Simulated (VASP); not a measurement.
Runs of VASP 6.6.1 on SiMo3. The structure is that of space group Pm-3n (No. 223), or close to it. The cells are those of the table. 

| task | level | cell | cutoff (eV) | gap on the mesh (eV) | pressure (GPa) | relaxed volume (Å³/atom) |
| --- | --- | --- | --- | --- | --- | --- |
| relaxation of cell and atoms | PBE | relaxed from a = 4.889 Å, 8 atoms | 600 | none | 0.0 | 14.79 |
| relaxation of cell and atoms | r2SCAN | relaxed from a = 4.889 Å, 8 atoms | 600 | none | 0.0 | (b) |
| relaxation of cell and atoms | PBEsol | relaxed from a = 4.889 Å, 8 atoms | 600 | none | -0.1 | (a) |
| single point | PBE | a = 4.907 Å, 8 atoms | 520 | none | 0.5 | - |
| single point | PBEsol | a = 4.861 Å, 8 atoms | 520 | none | 0.6 | - |
| single point | PBEsol | a = 4.889 Å, 8 atoms | 520 | none | -3.8 | - |

Alike in all rows: potentials or basis VASP PAW PBE potentials, release 64 (Mo_sv, Si); no spin polarisation; k mesh 6 × 6 × 6; smearing fermi-dirac 0.05 eV.

Problem. Estimate the missing entries.

Solution. (a) 14.39; (b) 14.63.

Caveats: the PAW data sets were made with another functional, which shifts forces and pressure a little (some runs).

A k mesh can miss the band edges, and the runs leave out spin-orbit coupling on Mo.

A gap of «none» marks levels without a gap at the run's occupations.
